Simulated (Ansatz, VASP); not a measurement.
One calculation of SnSe2, two programs

```xyz
3
Lattice="3.8252 0.0000 0.0000 -1.9126 3.3127 0.0000 0.0000 0.0000 6.2271" Properties=species:S:1:pos:R:3 pbc="T T T"
Sn    0.0000    0.0000    0.0000
Se    0.0000    2.2085    1.5759
Se    1.9126    1.1042    4.6511
```

Alike in both runs: task single point; functional r2SCAN; k mesh 12 × 12 × 4; no spin polarisation.

|  | VASP | Ansatz |
| --- | --- | --- |
| version | VASP 6.6.1 | Ansatz 0.2.0 |
| potentials or method | VASP PAW PBE potentials, release 64 (Sn_d, Se) | plane waves, PAW |
| plane-wave cutoff (eV) | 520 | 500 |
| occupations | gaussian, width 0.01 eV | fixed |
| valence electrons in the cell | 26 | 46 |

```csv
,VASP,Ansatz,Ansatz less VASP
gap on the k mesh at the Fermi level (eV),1.01,1.01,-0.001
pressure (GPa),1.0,0.9,-0.05
rms of the force components (eV/Å),0.007,0.014,+0.0062
```

VASP's potentials were made for PBE, not for r2SCAN. Atom by atom the forces differ by 0.006 eV/Å (rms over components). VASP's potentials hold 26 valence electrons a cell and Ansatz's 46, so a difference there can come from the potentials and not from the codes.
